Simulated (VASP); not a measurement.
# BeS (Fm-3m) in VASP: settings compared, part 2 of 2

VASP 6.6.1. The steps go on from the part before.

**3. G0W0 quasiparticle levels, PBE**

Input file POSCAR:

```
BeS
1.0
    0.0000000000      2.3172971969      2.3172971969
    2.3172971969      0.0000000000      2.3172971969
    2.3172971969      2.3172971969      0.0000000000
Be S
1 1
Direct
    0.0000000000      0.0000000000      0.0000000000
    0.5000000000      0.5000000000      0.5000000000
```

Input file INCAR.step1:

```
PREC     = Accurate       # precision mode
ENCUT    = 500            # plane-wave cutoff, eV
EDIFF    = 1E-8           # SCF threshold, eV
ISMEAR   = 0              # smearing method
SIGMA    = 0.01           # smearing width, eV
LREAL    = False          # projectors in reciprocal space
LASPH    = True           # aspherical terms in the spheres
NELM     = 60             # most SCF steps
ALGO     = Normal         # electronic algorithm
LWAVE    = True           # write WAVECAR
LCHARG   = False          # write CHGCAR
GGA      = PE             # functional
```

Input file INCAR.step2:

```
PREC     = Accurate       # precision mode
ENCUT    = 500            # plane-wave cutoff, eV
EDIFF    = 1E-8           # SCF threshold, eV
ISMEAR   = 0              # smearing method
SIGMA    = 0.01           # smearing width, eV
LREAL    = False          # projectors in reciprocal space
LASPH    = True           # aspherical terms in the spheres
NELM     = 1              # most SCF steps
ALGO     = Exact          # electronic algorithm
LWAVE    = True           # write WAVECAR
LCHARG   = False          # write CHGCAR
GGA      = PE             # functional
NBANDS   = 64             # bands
LOPTICS  = True           # frequency-dependent dielectric function
ISTART   = 1
```

Input file INCAR.step3:

```
PREC     = Accurate       # precision mode
ENCUT    = 500            # plane-wave cutoff, eV
EDIFF    = 1E-8           # SCF threshold, eV
ISMEAR   = 0              # smearing method
SIGMA    = 0.01           # smearing width, eV
LREAL    = False          # projectors in reciprocal space
LASPH    = True           # aspherical terms in the spheres
ALGO     = EVGW0          # electronic algorithm
LWAVE    = False          # write WAVECAR
LCHARG   = False          # write CHGCAR
GGA      = PE             # functional
NELMGW   = 1            
NBANDS   = 64             # bands
ENCUTGW  = 80.0           # cutoff of the response function
NOMEGA   = 48             # frequency points
PRECFOCK = Fast         
ISTART   = 1            
NBANDSGW = 12
```

Input file KPOINTS:

```
Automatic mesh
0
Gamma
  4 4 4
```

Potentials or basis: VASP PAW PBE potentials, release 64 (Be_GW, S_GW).

The run is started by

```sh
> cat potpaw_PBE.64/Be_GW/POTCAR potpaw_PBE.64/S_GW/POTCAR > POTCAR
> cp INCAR.step1 INCAR
> mpirun -np 1 vasp_std > vasp.out
> cp INCAR.step2 INCAR
> mpirun -np 1 vasp_std > vasp.out
> cp INCAR.step3 INCAR
> mpirun -np 1 vasp_std > vasp.out
```

OUTCAR:

```text
PREC = Accurate
   ENCUT = 500
   EDIFF = 1E-8
   ISMEAR = 0
   LREAL = False
   LASPH = True
   GGA = PE
   NELMGW = 1
   ENCUTGW = 80.0
   PRECFOCK = Fast
   ISTART = 1

 ion  position               nearest neighbor table
   1  0.000  0.000  0.000-   2 2.32   2 2.32   2 2.32   2 2.32   2 2.32   2 2.32
   2  0.500  0.500  0.500-   1 2.32   1 2.32   1 2.32   1 2.32   1 2.32   1 2.32

  LATTYP: Found a face centered cubic cell.
 ALAT       =     4.6345943938

  Lattice vectors:

 A1 = (   0.0000000000,   2.3172971969,   2.3172971969)
 A2 = (   2.3172971969,   0.0000000000,   2.3172971969)
 A3 = (   2.3172971969,   2.3172971969,   0.0000000000)

Analysis of symmetry for initial positions (statically):
=====================================================================
 Subroutine PRICEL returns:
 Original cell was already a primitive cell.

 Routine SETGRP: Setting up the symmetry group for a
 face centered cubic supercell.

 Subroutine GETGRP returns: Found 48 space group operations
 (whereof 48 operations were pure point group operations)
 out of a pool of 48 trial point group operations.

The static configuration has the point symmetry O_h .

Analysis of symmetry for dynamics (positions and initial velocities):
=====================================================================
 Subroutine PRICEL returns:
 Original cell was already a primitive cell.

 Routine SETGRP: Setting up the symmetry group for a
[... 105 lines left out ...]
   EFERMI_NEDOS =   21; number of points for ismear=-14 and -15
   IALGO  =     38    algorithm
   IMIX   =      4    mixing-type and parameters
     AMIX     =   0.40;   BMIX     =  1.00
     AMIX_MAG =   1.60;   BMIX_MAG =  1.00
  volume/ion in A,a.u.               =      12.44        83.97
  Fermi-wavevector in a.u.,A,eV,Ry     =   1.121450  2.119232 17.111356  1.257649
  Thomas-Fermi vector in A             =   2.258103
   LORBIT       =      0    0 simple, 1 ext, 2 COOP (PROOUT), +10 PAW based schemes
   GGA     = PE    functional components
   LHFCALC =     T    Hartree Fock is set to
   PRECFOCK=fast      Normal, Fast or Accurate (Low or Medium for compatibility)
   ENCUT4O =  -1.0   cutoff for four orbital integrals eV
   NKREDX  =     1    reduce k-point grid by
   NKREDY  =     1    reduce k-point grid by
   NKREDZ  =     1    reduce k-point grid by
   AEXX    =    1.0000 exact exchange contribution
   HFSCREEN=    0.0000 screening length (either q_TF or 0.3 A-1)
   HFSCREENC=   0.0000 screening length for correlation (either q_TF or 0.3 A-1)
   ENCUTFOCK=  -1.0 apply spherical cutoff to Coloumb kernel
   IVDW    =     0    specifies the selected vdW correction
   LEPSILON=     F    determine dielectric tensor
   LRPA    =     F    only Hartree local field effects (RPA)
   LRPAFORCE           =     F    calculate RPA forces
   ENCUTGW             =  80.0    cutoff for response function in eV
   ENCUTGWSOFT         =  64.0    soft cutoff for Coulomb kernel in GW response function in eV
   ENCUTLF             =  -1.0    cutoff for local field effects
   NELMGW              =     1    number of iterations in solving QP/BSE equation
   NELMHF              =     1    number of iterations in the inner HF iteration
   NKREDLFX            =     1    NKREDLFY  =   1   NKREDLFZ  =   1
 non-spin polarized calculation
 Gauss-broadening in eV      SIGMA  =   0.01
  energy-cutoff  :      500.00
  volume of cell :       24.89
 maximum number of plane-waves:       648
  NGX = 14; NGY = 14; NGZ = 14
   NGX = 11   NGY = 11   NGZ = 11
 maximum number of plane-waves:        51
 NGX is ok and might be reduce to    10

 QP shifts <psi_nk| G(iteration)W_0 |psi_nk>: iteration 1
 for sc-GW calculations column KS-energies equals QP-energies in previous step
 and V_xc(KS)=  KS-energies - (<T + V_ion + V_H > + <T+V_H+V_ion>^1  + <V_x>^1)

 k-point   1 :       0.0000    0.0000    0.0000
  band No.  KS-energies  QP-energies   sigma(KS)   V_xc(KS)     V^pw_x(r,r')   Z            occupation Imag(sigma)

      1      -8.8963      -9.4863     -13.4707     -12.6534     -21.3146       0.7219       2.0000       1.6520
      2       5.8997       5.5524     -13.9396     -13.4906     -16.1196       0.7735       2.0000       0.0969
      3       5.8997       5.5524     -13.9396     -13.4906     -16.1196       0.7735       2.0000       0.0969
      4       5.8997       5.5524     -13.9396     -13.4906     -16.1196       0.7735       2.0000       0.0969
      5      11.4644      11.9711     -11.0556     -11.7112      -6.0684       0.7730       0.0000      -0.1377
      6      14.9293      15.4170     -10.2681     -10.8874      -5.2206       0.7876       0.0000      -0.1592
      7      14.9293      15.4170     -10.2681     -10.8874      -5.2206       0.7876       0.0000      -0.1592
      8      14.9293      15.4170     -10.2681     -10.8874      -5.2206       0.7876       0.0000      -0.1592
      9      15.7398      16.1988      -9.8363     -10.4511      -3.3948       0.7467       0.0000      -0.3901
     10      15.7398      16.1988      -9.8363     -10.4511      -3.3948       0.7467       0.0000      -0.3901
     11      15.7398      16.1988      -9.8363     -10.4511      -3.3948       0.7467       0.0000      -0.3901
     12      18.1091      18.7513     -11.2145     -12.0555      -5.4083       0.7638       0.0000      -0.4746
[... 100 lines left out ...]
      1      -5.5500      -5.8533     -14.4271     -14.0130     -21.4894       0.7324       2.0000       1.1063
      2       0.7656       0.1193     -12.5512     -11.6813     -16.0109       0.7429       2.0000       0.2190
      3       0.7656       0.1193     -12.5512     -11.6813     -16.0109       0.7429       2.0000       0.2190
      4       2.2379       1.6583     -12.5948     -11.8284     -15.3535       0.7563       2.0000       0.1522
      5      11.0747      11.5544     -11.5635     -12.1872      -7.1093       0.7691       0.0000      -0.1191
      6      11.6679      12.2005      -9.9008     -10.5905      -4.7790       0.7723       0.0000      -0.1496
      7      15.4250      15.9594     -10.7542     -11.4424      -5.4742       0.7766       0.0000      -0.1826
      8      15.4250      15.9594     -10.7542     -11.4424      -5.4742       0.7766       0.0000      -0.1826
      9      19.3818      19.9699     -10.3318     -11.1162      -3.3878       0.7498       0.0000      -0.6866
     10      19.3818      19.9699     -10.3318     -11.1162      -3.3878       0.7498       0.0000      -0.6866
     11      23.7892      24.7100     -11.8352     -13.0764      -4.8229       0.7419       0.0000      -0.6611
     12      25.7710      26.6249     -11.5377     -12.6235      -4.2630       0.7865       0.0000      -1.2254
```

OUTCAR.step1:

```text
PREC = Accurate
   ENCUT = 500
   EDIFF = 1E-8
   ISMEAR = 0
   LREAL = False
[... 290 lines left out ...]
      0.00000      0.00000      0.00000         0.000000      0.000000      0.000000
      2.31730      2.31730      2.31730        -0.000000     -0.000000      0.000000
 -----------------------------------------------------------------------------------
    total drift:                               -0.000000     -0.000000      0.000000

  FREE ENERGIE OF THE ION-ELECTRON SYSTEM (eV)
  ---------------------------------------------------
  free  energy   TOTEN  =        -8.6839282115 eV

  energy  without entropy=       -8.6839282115  energy(sigma->0) =       -8.68392821
```

OUTCAR.step2:

```text
PREC = Accurate
   ENCUT = 500
   EDIFF = 1E-8
   ISMEAR = 0
   LREAL = False
[... 688 lines left out ...]
     0.00000    13.89150    13.89150    13.89150     0.00000     0.00000     0.00000
     1.29442    14.79844    14.79844    14.79844     0.00000     0.00000     0.00000
     2.58883    18.70242    18.70242    18.70242     0.00000     0.00000     0.00000
     3.88325    38.97135    38.97135    38.97135     0.00000     0.00000     0.00000
     5.17767   -22.82807   -22.82807   -22.82807    -0.00000    -0.00000    -0.00000
     6.47208   -18.24978   -18.24978   -18.24978    -0.00000    -0.00000    -0.00000
[... 92 lines left out ...]
   126.85281     0.96939     0.96939     0.96939    -0.00000    -0.00000    -0.00000
   128.14723     0.97004     0.97004     0.97004    -0.00000    -0.00000    -0.00000
```

Run time: 63 s. Hardware: 1 thread of Intel Xeon 8259CL, shared host; peak memory 0.21 GiB.

Results:

- Band gap on the k mesh, mean-field level: 1.23 eV, indirect (least direct gap 4.11 eV)
- Quasiparticle gap: 1.85 eV
- Least direct quasiparticle gap: 4.94 eV

Caveat: the k points lie up to 0.59 Å⁻¹ apart; bands, screening cutoff and mesh are small and nothing is extrapolated, so the quasiparticle values aren't converged. A k mesh can miss the band edges.
